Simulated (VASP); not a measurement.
Mg, 1 atom in the cell. It takes space group I4/mmm (No. 139, tetragonal). Conventional cell: a = 3.317 Å, b = 3.317 Å, c = 4.489 Å, α = 90.00°, β = 90.00°, γ = 90.00°. Mg (site symmetry 4/mmm) has 12 Mg at 3.25 to 3.32 Å within 4.3 Å.  This cell differs from its parent crystal: strain +0.0450 x Voigt [1, 1, 0, 0, 0, 0].

```yaml
Program: VASP 6.6.1
Task: single point
Functional: PBEsol
Potentials_or_basis: VASP PAW PBE potentials, release 64 (Mg)
Cutoff: 520 eV
k_mesh: 18 × 18 × 18
Occupations: gaussian, width 0.15 eV
Spin: no spin polarisation
Dipole_correction: no
Further_INCAR_settings: ALGO = Normal; EDIFF = 1e-06; NBANDS = 7
```

Potentials or basis: VASP PAW PBE potentials, release 64 (Mg).

Launch:

```sh
$ cat potpaw_PBE.64/Mg/POTCAR > POTCAR
$ mpirun -np 1 vasp_std > vasp.out
```

Hardware: 1 thread of Intel Xeon 8259CL, on a shared host.

Question: How long does it take, and how much memory?

Answer: Run time: 74 s on 1 thread of Intel Xeon 8259CL, on a shared host, peak memory 0.21 GiB. Counts: scf iterations 9, k points 480.
